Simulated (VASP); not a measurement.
NaCl: single point with PBEsol

Crystal: NaCl.

```
CELL_PARAMETERS angstrom
2.86000 0.00000 0.00000
0.00000 2.86000 0.00000
0.00000 0.00000 2.94580
ATOMIC_POSITIONS crystal
Na 0.00000 0.00000 0.00000
Cl 0.50000 0.50000 0.50000
```

This cell differs from its parent crystal: zz strain of +3 %.

```yaml
Program: VASP 6.6.1
Task: single point
Functional: PBEsol
Potentials_or_basis: VASP PAW PBE potentials, release 64 (Na_pv, Cl)
Cutoff: 520 eV
k_mesh: 8 × 8 × 8
Occupations: fermi-dirac, width 0.02 eV
Spin: no spin polarisation
Dipole_correction: no
Further_INCAR_settings: ALGO = Normal; EDIFF = 1e-06; NBANDS = 14
```

```json
{"Pressure": "53.2 GPa", "Band gap on the k mesh": "4.18 eV, direct"}
```

Stress tensor (GPa, compression positive):
```
55.53  0.00  0.00
 0.00 55.53  0.00
 0.00  0.00 48.63
```

Levels at points of the mesh, in eV from the valence-band top:
```tsv
k point	band 5	band 6	band 7	band 8	band 9	band 10
(0.00, 0.00, 0.00)	-1.69	-1.18	-1.18	6.19	6.72	6.99
(0.50, 0.00, 0.00)	-6.88	-1.17	-0.66	8.62	9.32	12.03
(0.50, 0.50, 0.00)	-5.32	-5.32	-0.35	4.22	10.22	12.19
(0.00, 0.00, 0.50)	-6.84	-0.79	-0.79	8.89	9.15	12.78
(0.50, 0.00, 0.50)	-5.48	-5.23	0.00	4.18	10.59	12.80
(0.50, 0.50, 0.50)	-4.83	-4.83	-4.61	5.98	6.15	6.15
```

It took 9.3 s on 1 thread of Intel(R) Xeon(R) Platinum 8559C (Emerald Rapids), with other jobs on the host, peak memory 0.15 GiB.

Caveat: the cell differs from its parent crystal (zz strain of +3 %); the PAW data sets were made with another functional, which shifts forces and pressure a little. A k mesh can miss the band edges.
